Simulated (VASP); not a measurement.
# B (Pm-3m) in VASP: further runs, part 2 of 2

VASP 6.6.1. Earlier steps stand in the parts before.

## 3. Relaxation of cell and atoms, PBE

This run uses another cell than the first one, of 11.12 Å³/atom, 1.659 times its volume.

Input file INCAR:

```
SYSTEM = B
PREC     = Accurate       ! precision mode
ENCUT    = 600            ! plane-wave cutoff, eV
EDIFF    = 1E-6           ! SCF threshold, eV
ISMEAR   = -1             ! smearing method
SIGMA    = 0.05           ! smearing width, eV
LREAL    = .False.        ! projectors in reciprocal space
LASPH    = .True.         ! aspherical terms in the spheres
NELM     = 80             ! most SCF steps
ALGO     = Normal         ! electronic algorithm
ISIF     = 3              ! what is computed and relaxed
LWAVE    = .False.        ! write WAVECAR
LCHARG   = .False.        ! write CHGCAR
GGA      = PE             ! functional
IBRION   = 2              ! ionic algorithm
NSW      = 100            ! ionic steps
EDIFFG   = -0.005         ! ionic threshold
```

Input file KPOINTS:

```
Automatic mesh
0
Gamma
  18 18 18
  0 0 0
```

Input file POSCAR:

```
B
1.0
    2.2322827293      0.0000000000      0.0000000000
    0.0000000000      2.2322827293      0.0000000000
    0.0000000000      0.0000000000      2.2322827293
B
1
Direct
    0.0000000000      0.0000000000      0.0000000000
```

Potentials or basis: VASP PAW PBE potentials, release 64 (B).

Launch:

```console
$ cat potpaw_PBE.64/B/POTCAR > POTCAR
$ mpirun -np 1 vasp_std > vasp.out
```

OUTCAR:

```text
SYSTEM = B
   PREC = Accurate
   ENCUT = 600
   EDIFF = 1E-6
   ISMEAR = -1
   LREAL = .False.
   LASPH = .True.
   NELM = 80
   ISIF = 3
   GGA = PE
   IBRION = 2
   NSW = 100
   EDIFFG = -0.005

 ion  position               nearest neighbor table
   1  0.000  0.000  0.000-

  LATTYP: Found a simple cubic cell.
 ALAT       =     2.2322827293

  Lattice vectors:

 A1 = (   2.2322827293,   0.0000000000,   0.0000000000)
 A2 = (   0.0000000000,   2.2322827293,   0.0000000000)
 A3 = (   0.0000000000,   0.0000000000,   2.2322827293)

Analysis of symmetry for initial positions (statically):
=====================================================================
 Subroutine PRICEL returns:
 Original cell was already a primitive cell.

 Routine SETGRP: Setting up the symmetry group for a
 simple cubic supercell.

 Subroutine GETGRP returns: Found 48 space group operations
 (whereof 48 operations were pure point group operations)
 out of a pool of 48 trial point group operations.

The static configuration has the point symmetry O_h .

Analysis of symmetry for dynamics (positions and initial velocities):
=====================================================================
 Subroutine PRICEL returns:
 Original cell was already a primitive cell.

 Routine SETGRP: Setting up the symmetry group for a
 simple cubic supercell.

 Subroutine GETGRP returns: Found 48 space group operations
 (whereof 48 operations were pure point group operations)
 out of a pool of 48 trial point group operations.

The dynamic configuration has the point symmetry O_h .

 Subroutine INISYM returns: Found 48 space group operations
 (whereof 48 operations are pure point group operations),
 and found     1 'primitive' translations

----------------------------------------------------------------------------------------

                                     Primitive cell

  volume of cell :      11.1237

  direct lattice vectors                    reciprocal lattice vectors
     2.232282729  0.000000000  0.000000000     0.447971929  0.000000000  0.000000000
     0.000000000  2.232282729  0.000000000     0.000000000  0.447971929  0.000000000
     0.000000000  0.000000000  2.232282729     0.000000000  0.000000000  0.447971929
[... 87 lines left out ...]
   NFREE  =      1    steps in history (QN), initial steepest desc. (CG)
   ISIF   =      3    stress and relaxation
   ISYM   =      2    0-nonsym 1-usesym 2-fastsym
   POTIM  = 0.5000    time-step for ionic-motion
   TEBEG  =    0.0;   TEEND  =   0.0 temperature during run
   PSTRESS=    0.0 pullay stress
   NELECT =       3.0000    total number of electrons
   NUPDOWN=      -1.0000    fix difference up-down
   EMIN   =  10.00;   EMAX   =-10.00  energy-range for DOS
   EFERMI =   0.00;   METHOD = LEGACY
   ISMEAR =    -1;   SIGMA  =   0.05  broadening in eV -4-tet -1-fermi 0-gaus
   EFERMI_NEDOS =   21; number of points for ismear=-14 and -15
   IALGO  =     38    algorithm
   IMIX   =      4    mixing-type and parameters
     AMIX     =   0.40;   BMIX     =  1.00
     AMIX_MAG =   1.60;   BMIX_MAG =  1.00
  volume/ion in A,a.u.               =      11.12        75.07
  Fermi-wavevector in a.u.,A,eV,Ry     =   1.057709  1.998779 15.221485  1.118748
  Thomas-Fermi vector in A             =   2.192991
   LORBIT       =      0    0 simple, 1 ext, 2 COOP (PROOUT), +10 PAW based schemes
   GGA     = PE    functional components
   LHFCALC =     F    Hartree Fock is set to
   AEXX    =    0.0000 exact exchange contribution
   IVDW    =     0    specifies the selected vdW correction
   LEPSILON=     F    determine dielectric tensor
   LRPA    =     F    only Hartree local field effects (RPA)
 conjugate gradient relaxation of ions
 non-spin polarized calculation
  energy-cutoff  :      600.00
  volume of cell :       11.12
 maximum number of plane-waves:       385
 NGX is ok and might be reduce to    18
   NGX =  9   NGY =  9   NGZ =  9

--------------------------------------- Ionic step        1  -------------------------------------------

 number of electron       3.0000000 magnetization

 Free energy of the ion-electron system (eV)
  ---------------------------------------------------
  ext. energy  EPLUGINS =         0.00000000
  ---------------------------------------------------
  free energy    TOTEN  =        -4.68030402 eV

  energy without entropy =       -4.67713099  energy(sigma->0) =       -4.67871750

 E-fermi :   2.7811     XC(G=0): -10.3905

 val. band max:        2.7788645317   @ k =   0.5000   0.5000   0.2222
 cond. band min:       2.7828508472   @ k =   0.4444   0.3333   0.2778
 fundamental gap:      0.0039863155
 Fermi energy:         2.7811002737

 k-point     1 :       0.0000    0.0000    0.0000
  band No.  band energies     occupation
      1      -8.8249      2.00000
      2      11.6203      0.00000
      3      11.6203      0.00000
      4      11.6203      0.00000
      5      21.4053      0.00000
[... 358 lines left out ...]
--------------------------------------- Ionic step        6  -------------------------------------------

 number of electron       3.0000000 magnetization

 Free energy of the ion-electron system (eV)
  ---------------------------------------------------
  ext. energy  EPLUGINS =         0.00000000
  ---------------------------------------------------
  free energy    TOTEN  =        -5.60837090 eV

  energy without entropy =       -5.60518539  energy(sigma->0) =       -5.60677814

 E-fermi :   7.0555     XC(G=0): -12.3770

 val. band max:        7.0290264301   @ k =   0.3333   0.1667   0.0000
 cond. band min:       7.0878445983   @ k =   0.3889   0.3333   0.1667
 fundamental gap:      0.0588181682
 Fermi energy:         7.0555399525

 k-point     1 :       0.0000    0.0000    0.0000
  band No.  band energies     occupation
      1      -8.7570      2.00000
      2      20.6133      0.00000
      3      20.6133      0.00000
      4      20.6133      0.00000
      5      31.0404      0.00000
[... 212 lines left out ...]
  FREE ENERGIE OF THE ION-ELECTRON SYSTEM (eV)
  ---------------------------------------------------
  free  energy   TOTEN  =        -5.6083708955 eV

  energy  without entropy=       -5.6051853924  energy(sigma->0) =       -5.60677814

 reached required accuracy - stopping structural energy minimisation
```

CONTCAR:

```text
B
   1.00000000000000
     1.8857249919700396   -0.0000000000000000   -0.0000000000000000
    -0.0000000000000000    1.8857249919700396   -0.0000000000000000
    -0.0000000000000000   -0.0000000000000000    1.8857249919700394
  B
     1
Direct
     0.0000000000000000    0.0000000000000000    0.0000000000000000

  0.00000000E+00  0.00000000E+00  0.00000000E+00
```

Wall time 14 s (1 thread of Intel Xeon Platinum 8559C (Emerald Rapids), shared host); peak memory 0.12 GiB.

What came out:

| Quantity | Value |
| --- | --- |
| Free energy | -5.6084 eV |
| Relaxed volume | 6.71 Å³/atom |
| Relaxed cell | a = 1.886 Å, b = 1.886 Å, c = 1.886 Å, α = 90.00°, β = 90.00°, γ = 90.00° |
| Space group after relaxing (to 0.05 Å) | Pm-3m (No. 221) |
| Energy gained by relaxing | 928.1 meV/atom |
| Ionic steps | 6 |
| Pressure after relaxing | 0.0 GPa |

The path:
| step | energy change (eV) | largest force (eV/Å) | pressure (GPa) | volume (Å³) |
| --- | --- | --- | --- | --- |
| 1 | 0.0000 | 0.0000 | -44.08 | 11.12 |
| 2 | -0.9246 | 0.0000 | -6.00 | 6.89 |
| 3 | -0.9280 | 0.0000 | -0.56 | 6.72 |
| 4 | -0.9277 | 0.0000 | 2.04 | 6.65 |
| 5 | -0.9280 | 0.0000 | -0.89 | 6.73 |
| 6 | -0.9281 | 0.0000 | 0.01 | 6.71 |

Final structure:
```yaml
crystal:
  lattice:
    - [1.88572, 0.00000, 0.00000]
    - [0.00000, 1.88572, 0.00000]
    - [0.00000, 0.00000, 1.88572]
  atoms:
    - { symbol: B, position: [0.00000, 0.00000, 0.00000] }
```

Caveat: the volume moved by over 15 % at a fixed basis, so the end points are rough.
